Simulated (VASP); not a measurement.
Wanted: the native input for a VASP 6.6.1 run.

```yaml
Task: single point
Functional: PBE
Potentials_or_basis: VASP PAW PBE potentials, release 64 (Pb_d, S)
Cutoff: 520 eV
k_mesh: 6 × 6 × 6
Occupations: fermi-dirac, width 0.02 eV
Spin: no spin polarisation
Dipole_correction: no
Further_INCAR_settings: ALGO = Normal; EDIFF = 1e-06; NBANDS = 28
```

The structure of PbS lies in POSCAR:

```
PbS
1.0
    2.1798079500     -6.0259628833      0.0651890667
    1.9800980500      5.9566311167     -0.1345208333
   -0.0713220167     -0.0713220167      4.2793210000
Pb S
2 2
Direct
    0.8694370000      0.1305630000      0.7500000000
    0.1305630000      0.8694370000      0.2500000000
    0.6452030000      0.3547970000      0.7500000000
    0.3547970000      0.6452030000      0.2500000000
```

The input as run:

INCAR

```
PREC = Accurate
ENCUT = 520
EDIFF = 1E-6
ISMEAR = -1
SIGMA = 0.02
LREAL = F
LASPH = T
NELM = 100
ALGO = Normal
ISIF = 2
LWAVE = F
LCHARG = F
GGA = PE
NBANDS = 28
```

KPOINTS

```
regular mesh
0
Gamma
  6 6 6
```

Potentials or basis: VASP PAW PBE potentials, release 64 (Pb_d, S).

Launch:

```bash
$ cat potpaw_PBE.64/Pb_d/POTCAR potpaw_PBE.64/S/POTCAR > POTCAR
$ mpirun -np 1 vasp_std > vasp.out
```

It gave:

| Quantity | Value |
| --- | --- |
| Pressure | 1.2 GPa |
| Largest force | 0.152 eV/Å |
| Band gap on the k mesh | 1.20 eV, indirect (least direct gap 1.41 eV) |

Caveat: spin-orbit coupling is left out, which moves the levels of the heavy elements.

Wall time 9.1 min on 1 thread of AMD EPYC 7R43 64-Core Processor (Zen 3), on a shared host, peak memory 0.4 GiB.
